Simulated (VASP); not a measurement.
# LiCl in VASP: a series of runs

The runs below take LiCl through single point, with PBE.

Program: VASP 6.6.1. These are calculated values, not measurements. Logs are shortened: lines on timing, memory, paths and dates and some standing lists are left out, and cuts for length are marked.

## Step 1: The cell of the first run

The structure is tetragonal, space group I4/mmm (No. 139). The conventional cell has a = 3.615 Å, b = 3.615 Å, c = 5.214 Å, α = 90.00°, β = 90.00°, γ = 90.00°. Li (site symmetry 4/mmm) has 6 Cl at 2.56 to 2.61 Å within 3.4 Å. Within 3.4 Å of Cl (site symmetry 4/mmm) lie 6 Li at 2.56 to 2.61 Å.

## Step 2: Single point, PBE (uniaxial z strain +2.0%)

Contents of INCAR:

```
  PREC = Accurate
  ENCUT = 520
  EDIFF = 1E-6
  ISMEAR = 0
  SIGMA = 0.01
  LREAL = F
  LASPH = T
  NELM = 60
  ALGO = Normal
  ISIF = 2
  LWAVE = F
  LCHARG = F
  GGA = PE
  NBANDS = 12
```

Contents of KPOINTS:

```
regular mesh
0
Gamma
  6 6 6
```

Contents of POSCAR:

```
LiCl
1.0
    0.0000000000      2.5560369926      2.6071577324
    2.5560369926      0.0000000000      2.6071577324
    2.5560369926      2.5560369926      0.0000000000
Li Cl
1 1
Direct
    0.0000000000      0.0000000000      0.0000000000
    0.5000000000      0.5000000000      0.5000000000
```

Potentials or basis: VASP PAW PBE potentials, release 64 (Li_sv, Cl).

The run is started by

```
$ cat potpaw_PBE.64/Li_sv/POTCAR potpaw_PBE.64/Cl/POTCAR > POTCAR
$ mpirun -np 1 vasp_std > vasp.out
```

OUTCAR:

```text
PREC = Accurate
   ENCUT = 520
   EDIFF = 1E-6
   ISMEAR = 0
   LREAL = F
   LASPH = T
   NELM = 60
   ISIF = 2
   GGA = PE

 ion  position               nearest neighbor table
   1  0.000  0.000  0.000-   2 2.56   2 2.56   2 2.56   2 2.56   2 2.61   2 2.61
   2  0.500  0.500  0.500-   1 2.56   1 2.56   1 2.56   1 2.56   1 2.61   1 2.61

  LATTYP: Found a body centered tetragonal cell.
 ALAT       =     3.6147821809
 C/A-ratio  =     1.4424978336

  Lattice vectors:

 A1 = (  -2.5560369926,   0.0000000000,   2.6071577324)
 A2 = (   2.5560369926,   0.0000000000,   2.6071577324)
 A3 = (   0.0000000000,   2.5560369926,  -2.6071577324)

Analysis of symmetry for initial positions (statically):
=====================================================================
 Subroutine PRICEL returns:
 Original cell was already a primitive cell.

 Routine SETGRP: Setting up the symmetry group for a
 body centered tetragonal supercell.

 Subroutine GETGRP returns: Found 16 space group operations
 (whereof 16 operations were pure point group operations)
 out of a pool of 16 trial point group operations.

The static configuration has the point symmetry D_4h.

Analysis of symmetry for dynamics (positions and initial velocities):
=====================================================================
 Subroutine PRICEL returns:
 Original cell was already a primitive cell.

 Routine SETGRP: Setting up the symmetry group for a
 body centered tetragonal supercell.

 Subroutine GETGRP returns: Found 16 space group operations
 (whereof 16 operations were pure point group operations)
 out of a pool of 16 trial point group operations.

The dynamic configuration has the point symmetry D_4h.

 Subroutine INISYM returns: Found 16 space group operations
 (whereof 16 operations are pure point group operations),
 and found     1 'primitive' translations

----------------------------------------------------------------------------------------

                                     Primitive cell

  volume of cell :      34.0668

  direct lattice vectors                    reciprocal lattice vectors
     0.000000000  2.556036993  2.607157732    -0.195615322  0.195615322  0.191779728
     2.556036993  0.000000000  2.607157732     0.195615322 -0.195615322  0.191779728
     2.556036993  2.556036993  0.000000000     0.195615322  0.195615322 -0.191779728

  length of vectors
     3.651108948  3.651108948  3.614782181     0.336615764  0.336615764  0.336615764

[... 88 lines left out ...]
   POTIM  = 0.5000    time-step for ionic-motion
   TEBEG  =    0.0;   TEEND  =   0.0 temperature during run
   PSTRESS=    0.0 pullay stress
   NELECT =      10.0000    total number of electrons
   NUPDOWN=      -1.0000    fix difference up-down
   EMIN   =  10.00;   EMAX   =-10.00  energy-range for DOS
   EFERMI =   0.00;   METHOD = LEGACY
   ISMEAR =     0;   SIGMA  =   0.01  broadening in eV -4-tet -1-fermi 0-gaus
   EFERMI_NEDOS =   21; number of points for ismear=-14 and -15
   IALGO  =     38    algorithm
   IMIX   =      4    mixing-type and parameters
     AMIX     =   0.40;   BMIX     =  1.00
     AMIX_MAG =   1.60;   BMIX_MAG =  1.00
  volume/ion in A,a.u.               =      17.03       114.95
  Fermi-wavevector in a.u.,A,eV,Ry     =   1.088005  2.056032 16.105969  1.183755
  Thomas-Fermi vector in A             =   2.224177
   LORBIT       =      0    0 simple, 1 ext, 2 COOP (PROOUT), +10 PAW based schemes
   GGA     = PE    functional components
   LHFCALC =     F    Hartree Fock is set to
   AEXX    =    0.0000 exact exchange contribution
   IVDW    =     0    specifies the selected vdW correction
   LEPSILON=     F    determine dielectric tensor
   LRPA    =     F    only Hartree local field effects (RPA)
 non-spin polarized calculation
 Gauss-broadening in eV      SIGMA  =   0.01
  energy-cutoff  :      520.00
  volume of cell :       34.07
 maximum number of plane-waves:       934
   NGX = 13   NGY = 13   NGZ = 13

 number of electron      10.0000008 magnetization

 Free energy of the ion-electron system (eV)
  ---------------------------------------------------
  ext. energy  EPLUGINS =         0.00000000
  ---------------------------------------------------
  free energy    TOTEN  =        -7.38524570 eV

  energy without entropy =       -7.38524570  energy(sigma->0) =       -7.38524570

 E-fermi :   0.5927     XC(G=0):  -8.6889

 val. band max:        0.5409227965   @ k =   0.0000   0.0000   0.0000
 cond. band min:       6.7936608352   @ k =   0.0000   0.0000   0.0000
 fundamental gap:      6.2527380388
 Fermi energy:         0.5927334402

 k-point     1 :       0.0000    0.0000    0.0000
  band No.  band energies     occupation
      1     -43.0306      2.00000
      2     -12.8558      2.00000
      3       0.4901      2.00000
      4       0.4901      2.00000
      5       0.5409      2.00000
      6       6.7937      0.00000
      7      12.3263      0.00000
      8      12.4979      0.00000
      9      12.4979      0.00000
     10      14.7235      0.00000
     11      14.9583      0.00000
     12      15.1131      0.00000
[... 331 lines left out ...]
 k-point    24 :       0.5000   -0.0000    0.3333
  band No.  band energies     occupation
      1     -43.0275      2.00000
      2     -12.1158      2.00000
      3      -2.0471      2.00000
      4      -0.8289      2.00000
      5      -0.4035      2.00000
      6       8.6206      0.00000
      7       9.6640      0.00000
      8      11.7725      0.00000
      9      12.8351      0.00000
     10      14.5272      0.00000
     11      18.3598      0.00000
     12      19.1652      0.00000

 [... further k-points ...]

------------------------ aborting loop because EDIFF is reached ----------------------------------------

  FORCE on cell =-STRESS in cart. coord.  units (eV):
  Direction    XX          YY          ZZ          XY          YZ          ZX
  --------------------------------------------------------------------------------------
  -------------------------------------------------------------------------------------
  Total        0.0445531      0.0445531     -0.0801586      0.0000000     -0.0000000      0.0000000
  in kB        2.0953534      2.0953534     -3.7698917      0.0000000     -0.0000000      0.0000000
  external PRESSURE =       0.1402717 kB  Pullay stress =       0.0000000 kB

 VOLUME and BASIS-vectors are now :
 -----------------------------------------------------------------------------
  energy-cutoff  :      520.00
  volume of cell :       34.07
      direct lattice vectors                 reciprocal lattice vectors
     0.000000000  2.556036993  2.607157732    -0.195615322  0.195615322  0.191779728
     2.556036993  0.000000000  2.607157732     0.195615322 -0.195615322  0.191779728
     2.556036993  2.556036993  0.000000000     0.195615322  0.195615322 -0.191779728

 POSITION                                       TOTAL-FORCE (eV/Angst)
 -----------------------------------------------------------------------------------
      0.00000      0.00000      0.00000         0.000000     -0.000000      0.000000
      2.55604      2.55604      2.60716        -0.000000      0.000000      0.000000
 -----------------------------------------------------------------------------------
    total drift:                                0.000000      0.000000      0.000000

  FREE ENERGIE OF THE ION-ELECTRON SYSTEM (eV)
  ---------------------------------------------------
  free  energy   TOTEN  =        -7.3852456959 eV

  energy  without entropy=       -7.3852456959  energy(sigma->0) =       -7.38524570
```

OSZICAR:

```text
N       E                     dE             d eps       ncg     rms          rms(c)
DAV:   1     0.411414553924E+02    0.41141E+02   -0.40926E+03   720   0.774E+02
DAV:   2    -0.491820241482E+01   -0.46060E+02   -0.43832E+02   896   0.143E+02
DAV:   3    -0.739528457278E+01   -0.24771E+01   -0.24708E+01   968   0.345E+01
DAV:   4    -0.745029899856E+01   -0.55014E-01   -0.54997E-01  1008   0.516E+00
DAV:   5    -0.745110857472E+01   -0.80958E-03   -0.80956E-03   968   0.572E-01    0.237E+00
DAV:   6    -0.737908246904E+01    0.72026E-01   -0.15676E-01   920   0.184E+00    0.169E+00
DAV:   7    -0.738093478563E+01   -0.18523E-02   -0.49749E-02  1092   0.116E+00    0.922E-01
DAV:   8    -0.738522170522E+01   -0.42869E-02   -0.64501E-03   828   0.556E-01    0.148E-01
DAV:   9    -0.738518809536E+01    0.33610E-04   -0.20840E-04   944   0.100E-01    0.520E-02
DAV:  10    -0.738523635685E+01   -0.48261E-04   -0.12282E-04   848   0.749E-02    0.511E-02
DAV:  11    -0.738524472854E+01   -0.83717E-05   -0.14346E-05   948   0.244E-02    0.219E-03
DAV:  12    -0.738524569593E+01   -0.96740E-06   -0.47256E-07   824   0.522E-03
   1 F= -.73852457E+01 E0= -.73852457E+01  d E =-.574141E-16
```

Wall time 5 s (1 thread of Intel Xeon 6975P-C (Granite Rapids), shared host); peak memory 0.15 GiB.

Results:

```yaml
Free_energy: -7.3852 eV
Band_gap_on_the_k_mesh: 6.25 eV, direct
```

Levels at points of the mesh, in eV from the valence-band top:
```
           k point  band 3  band 4  band 5  band 6  band 7  band 8
(0.00, 0.00, 0.00)   -0.05   -0.05    0.00    6.25   11.79   11.96
(0.50, 0.00, 0.00)   -2.81   -0.31   -0.26    6.71    9.39    9.54
(0.50, 0.50, 0.00)   -2.88   -1.08   -1.08    7.86    8.33   12.14
(0.50, 0.00, 0.50)   -2.88   -1.20   -1.07    7.82    8.25   12.42
```

Caveat: the cell differs from its parent crystal (uniaxial z strain +2.0%); the cutoff is under 1.25 times the usual one of these potentials, so pressure, stress and relaxed cells hold a basis-set (Pulay) error. A k mesh can miss the band edges.

## Step 3: Single point, PBE (uniaxial x strain -0.5%)

Contents of INCAR:

```
PREC = Accurate
ENCUT = 520
EDIFF = 1E-6
ISMEAR = 0
SIGMA = 0.01
LREAL = F
LASPH = T
NELM = 60
ALGO = Normal
ISIF = 2
LWAVE = F
LCHARG = F
GGA = PE
NBANDS = 12
```

Contents of KPOINTS:

```
Automatic mesh
0
Gamma
  6 6 6
```

Contents of POSCAR:

```
LiCl
1.0
    0.0000000000      2.5560369926      2.5560369926
    2.5432568076      0.0000000000      2.5560369926
    2.5432568076      2.5560369926      0.0000000000
Li Cl
1 1
Direct
    0.0000000000      0.0000000000      0.0000000000
    0.5000000000      0.5000000000      0.5000000000
```

Potentials or basis: VASP PAW PBE potentials, release 64 (Li_sv, Cl).

The run is started by

```
$ cat potpaw_PBE.64/Li_sv/POTCAR potpaw_PBE.64/Cl/POTCAR > POTCAR
$ mpirun -np 1 vasp_std > vasp.out
```

Wall time 6.6 s (1 thread of Intel Xeon 6975P-C (Granite Rapids), shared host); peak memory 0.15 GiB.

The run converged. Its results:

- Free energy: -7.3835 eV
- Band gap on the k mesh: 6.42 eV, direct

Levels at points of the mesh, in eV from the valence-band top:
```csv
k point,band 1,band 2,band 3,band 4,band 5,band 6,band 7,band 8,band 9,band 10
"(0.00, 0.00, 0.00)",-43.50,-13.46,-0.01,0.00,0.00,6.42,11.93,11.93,11.98,14.58
"(0.50, 0.00, 0.00)",-43.50,-12.87,-2.88,-0.27,-0.26,6.77,9.48,9.52,13.13,17.01
"(0.50, 0.50, 0.00)",-43.50,-12.61,-2.97,-1.15,-1.11,7.92,8.27,12.54,14.19,14.30
"(0.00, 0.50, 0.50)",-43.50,-12.60,-2.97,-1.14,-1.14,7.91,8.25,12.61,14.21,14.21
```

Caveat: the cell differs from its parent crystal (uniaxial x strain -0.5%); the cutoff is under 1.25 times the usual one of these potentials, so pressure, stress and relaxed cells hold a basis-set (Pulay) error. A k mesh can miss the band edges.

## Step 4: Single point, PBE (strain along [111] -5.0%)

Contents of INCAR:

```
SYSTEM = LiCl
PREC = Accurate
ENCUT = 520
EDIFF = 1E-6
ISMEAR = 0
SIGMA = 0.01
LREAL = .FALSE.
LASPH = .TRUE.
NELM = 60
ALGO = Normal
ISIF = 2
LWAVE = .FALSE.
LCHARG = .TRUE.
GGA = PE
LELF = .TRUE.
LVHAR = .TRUE.
NBANDS = 12
```

Contents of KPOINTS:

```
regular mesh
0
G
  6 6 6
  0 0 0
```

Contents of POSCAR:

```
LiCl
1.0
   -0.0852012331      2.4708357595      2.4708357595
    2.4708357595     -0.0852012331      2.4708357595
    2.4708357595      2.4708357595     -0.0852012331
Li Cl
1 1
Direct
    0.0000000000      0.0000000000      0.0000000000
    0.5000000000      0.5000000000      0.5000000000
```

Potentials or basis: VASP PAW PBE potentials, release 64 (Li_sv, Cl).

The run is started by

```
$ cat potpaw_PBE.64/Li_sv/POTCAR potpaw_PBE.64/Cl/POTCAR > POTCAR
$ mpirun -np 1 vasp_std > vasp.out
```

OUTCAR:

```text
SYSTEM = LiCl
   PREC = Accurate
   ENCUT = 520
   EDIFF = 1E-6
   ISMEAR = 0
   LREAL = .FALSE.
   LASPH = .TRUE.
   NELM = 60
   ISIF = 2
   GGA = PE

 ion  position               nearest neighbor table
   1  0.000  0.000  0.000-   2 2.51   2 2.51   2 2.51   2 2.51   2 2.51   2 2.51
   2  0.500  0.500  0.500-   1 2.51   1 2.51   1 2.51   1 2.51   1 2.51   1 2.51

  LATTYP: Found a trigonal (rhomboedric) cell.
 ALAT       =     3.4953280177
 COS(alpha) =     0.4652406417

  Lattice vectors:

 A1 = (  -0.0852012331,   2.4708357595,   2.4708357595)
 A2 = (   2.4708357595,  -0.0852012331,   2.4708357595)
 A3 = (   2.4708357595,   2.4708357595,  -0.0852012331)

Analysis of symmetry for initial positions (statically):
=====================================================================
 Subroutine PRICEL returns:
 Original cell was already a primitive cell.

 Routine SETGRP: Setting up the symmetry group for a
 trigonal (rhombohedral) supercell.

 Subroutine GETGRP returns: Found 12 space group operations
 (whereof 12 operations were pure point group operations)
 out of a pool of 12 trial point group operations.

The static configuration has the point symmetry D_3d.

Analysis of symmetry for dynamics (positions and initial velocities):
[... 177 lines left out ...]
      7      12.7587      0.00000
      8      12.7587      0.00000
      9      13.6810      0.00000
     10      15.8819      0.00000
     11      15.8819      0.00000
     12      15.9123      0.00000
[... 331 lines left out ...]
 k-point    24 :      -0.3333    0.5000    0.1667
  band No.  band energies     occupation
      1     -42.3659      2.00000
      2     -11.6180      2.00000
      3      -1.7250      2.00000
      4      -0.7779      2.00000
      5      -0.0964      2.00000
      6       9.8825      0.00000
      7      10.6063      0.00000
      8      12.4659      0.00000
      9      13.0312      0.00000
     10      16.4535      0.00000
     11      18.6990      0.00000
     12      19.7955      0.00000

 [... further k-points ...]

------------------------ aborting loop because EDIFF is reached ----------------------------------------

  FORCE on cell =-STRESS in cart. coord.  units (eV):
  Direction    XX          YY          ZZ          XY          YZ          ZX
  --------------------------------------------------------------------------------------
  -------------------------------------------------------------------------------------
  Total        0.5278039      0.5278039      0.5278039      0.1782522      0.1782522      0.1782522
  in kB       26.6519009     26.6519009     26.6519009      9.0009951      9.0009951      9.0009951
  external PRESSURE =      26.6519009 kB  Pullay stress =       0.0000000 kB

 VOLUME and BASIS-vectors are now :
 -----------------------------------------------------------------------------
  energy-cutoff  :      520.00
  volume of cell :       31.73
      direct lattice vectors                 reciprocal lattice vectors
    -0.085201233  2.470835759  2.470835759    -0.192183474  0.199047170  0.199047170
     2.470835759 -0.085201233  2.470835759     0.199047170 -0.192183474  0.199047170
     2.470835759  2.470835759 -0.085201233     0.199047170  0.199047170 -0.192183474

 POSITION                                       TOTAL-FORCE (eV/Angst)
 -----------------------------------------------------------------------------------
      0.00000      0.00000      0.00000         0.000000     -0.000000     -0.000000
      2.42824      2.42824      2.42824        -0.000000      0.000000      0.000000
 -----------------------------------------------------------------------------------
    total drift:                                0.000000      0.000000      0.000000

  FREE ENERGIE OF THE ION-ELECTRON SYSTEM (eV)
  ---------------------------------------------------
  free  energy   TOTEN  =        -7.3574970964 eV

  energy  without entropy=       -7.3574970964  energy(sigma->0) =       -7.35749710
```

Run time: 5.8 s. Hardware: 1 thread of Intel Xeon 6975P-C (Granite Rapids), shared host; peak memory 0.14 GiB.

What came out:

```yaml
Free_energy: -7.3575 eV
Band_gap_on_the_k_mesh: 6.35 eV, indirect (least direct gap 6.48 eV)
```

Levels at points of the mesh, in eV from the valence-band top:
| k point | band 1 | band 2 | band 3 | band 4 | band 5 | band 6 | band 7 | band 8 | band 9 | band 10 |
| --- | --- | --- | --- | --- | --- | --- | --- | --- | --- | --- |
| (0.00, 0.00, 0.00) | -43.65 | -13.84 | -0.31 | -0.31 | 0.00 | 6.48 | 11.48 | 11.48 | 12.41 | 14.61 |
| (0.50, 0.00, 0.00) | -43.64 | -13.21 | -3.30 | -0.51 | -0.35 | 6.68 | 9.22 | 9.71 | 13.24 | 16.67 |
| (0.50, 0.50, 0.00) | -43.64 | -12.88 | -3.40 | -1.59 | -1.25 | 7.69 | 8.11 | 12.67 | 14.29 | 14.54 |
| (0.50, 0.50, 0.50) | -43.64 | -13.08 | -3.23 | -0.66 | -0.66 | 6.35 | 8.95 | 8.95 | 13.85 | 16.84 |

Caveat: the cell differs from its parent crystal (strain along [111] -5.0%); the cutoff is under 1.25 times the usual one of these potentials, so pressure, stress and relaxed cells hold a basis-set (Pulay) error. A k mesh can miss the band edges.

## Step 5: Single point, PBE (shear xy strain +2.0%)

Contents of INCAR:

```
PREC = Accurate
ENCUT = 520
EDIFF = 1E-6
ISMEAR = 0
SIGMA = 0.01
LREAL = False
LASPH = True
NELM = 60
ALGO = Normal
ISIF = 2
LWAVE = False
LCHARG = False
GGA = PE
NBANDS = 12
```

Contents of KPOINTS:

```
Automatic mesh
0
Gamma
  6 6 6
```

Contents of POSCAR:

```
LiCl
1.0
    0.0255603699      2.5560369926      2.5560369926
    2.5560369926      0.0255603699      2.5560369926
    2.5815973625      2.5815973625      0.0000000000
Li Cl
1 1
Direct
    0.0000000000      0.0000000000      0.0000000000
    0.5000000000      0.5000000000      0.5000000000
```

The run is started by

```
$ cat potpaw_PBE.64/Li_sv/POTCAR potpaw_PBE.64/Cl/POTCAR > POTCAR
$ mpirun -np 1 vasp_std > vasp.out
```

Wall time 7.1 s (1 thread of Intel Xeon 6975P-C (Granite Rapids), shared host); peak memory 0.15 GiB.

Results (log left out):

```
Free energy            : -7.3833 eV
Band gap on the k mesh : 6.34 eV, direct
```

Levels at points of the mesh, in eV from the valence-band top:
| k point | band 2 | band 3 | band 4 | band 5 | band 6 | band 7 | band 8 | band 9 |
| --- | --- | --- | --- | --- | --- | --- | --- | --- |
| (0.00, 0.00, 0.00) | -13.50 | -0.12 | -0.06 | 0.00 | 6.34 | 11.72 | 11.89 | 12.05 |
| (0.50, 0.00, 0.00) | -12.89 | -2.91 | -0.37 | -0.33 | 6.66 | 9.31 | 9.44 | 13.10 |
| (0.50, 0.50, 0.00) | -12.66 | -3.00 | -1.27 | -1.09 | 7.82 | 8.25 | 12.46 | 14.09 |
| (0.00, 0.00, 0.50) | -12.93 | -2.93 | -0.31 | -0.27 | 6.76 | 9.45 | 9.58 | 12.94 |
| (0.50, 0.00, 0.50) | -12.66 | -3.00 | -1.18 | -1.18 | 7.85 | 8.22 | 12.45 | 14.14 |

Caveat: the cell differs from its parent crystal (shear xy strain +2.0%); the cutoff is under 1.25 times the usual one of these potentials, so pressure, stress and relaxed cells hold a basis-set (Pulay) error.

## Step 6: Overview

| cell | gap on the mesh (eV) |
| --- | --- |
| a = 3.651, b = 3.651, c = 3.615 Å, angles 60.3, 60.3, 59.3°, 2 atoms | 6.25 |
| a = 3.615, b = 3.606, c = 3.606 Å, angles 60.2, 59.9, 59.9°, 2 atoms | 6.42 |
| a = 3.495 Å, angles 62.3°, 2 atoms | 6.35 |
| a = 3.615, b = 3.615, c = 3.651 Å, angles 59.7, 59.7, 59.3°, 2 atoms | 6.34 |

Alike in all rows: task single point; level PBE; potentials or basis VASP PAW PBE potentials, release 64 (Li_sv, Cl); no spin polarisation; k mesh 6 × 6 × 6; cutoff (eV) 520; smearing gaussian 0.01 eV.

Caveats: the cutoff is under 1.25 times the usual one of these potentials, so pressure, stress and relaxed cells hold a basis-set (Pulay) error.

Absolute energies hang on the potentials; compare differences alone.
